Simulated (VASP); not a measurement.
# GaP: single point with PBE

GaP, a slab with vacuum:

```xyz
12
Lattice="3.8927 0.0000 0.0000 0.0000 5.5051 0.0000 0.0000 0.0000 24.7317" Properties=species:S:1:pos:R:3 pbc="T T T"
Ga    1.9463    2.7525    7.5000
Ga    0.0000    0.0000    9.4463
Ga    1.9463    2.7525   11.3927
Ga    0.0000    0.0000   13.3390
Ga    1.9463    2.7525   15.2853
Ga    0.0000    0.0000   17.2317
P     0.0000    1.3763    7.5000
P     1.9463    4.1288    9.4463
P     0.0000    1.3763   11.3927
P     1.9463    4.1288   13.3390
P     0.0000    1.3763   15.2853
P     1.9463    4.1288   17.2317
```

```yaml
Program: VASP 6.6.1
Task: single point
Functional: PBE
Potentials_or_basis: VASP PAW PBE potentials, release 64 (Ga_d, P)
Cutoff: 520 eV
k_mesh: 7 × 5 × 1
Occupations: gaussian, width 0.05 eV
Spin: no spin polarisation
Dipole_correction: yes
Further_INCAR_settings: ALGO = Normal; EDIFF = 1e-07; NBANDS = 66
```

* Largest force: 1.878 eV/Å
* Band gap on the k mesh: 0.68 eV (least direct gap 0.69 eV)

Forces in eV/Å, atoms in the order of the input:
```
Ga   0.000 -1.240  1.411
Ga   0.000  0.274  0.141
Ga   0.000 -0.196  0.127
Ga   0.000 -0.196 -0.127
Ga   0.000  0.274 -0.141
Ga   0.000 -1.240 -1.411
P    0.000  0.389 -1.283
P    0.000  0.667 -0.521
P    0.000  0.107  0.172
P    0.000  0.107 -0.172
P    0.000  0.667  0.521
P    0.000  0.389  1.283
```

Levels at points of the mesh, in eV from the valence-band top:
```
           k point  band 52  band 53  band 54  band 55  band 56  band 57
(0.00, 0.00, 0.00)    -0.16    -0.16    -0.02     0.68     1.41     1.95
```

It took 12 min on 1 thread of Intel(R) Xeon(R) Platinum 8375C CPU @ 2.90GHz (Ice Lake), with other jobs on the host, peak memory 0.68 GiB.
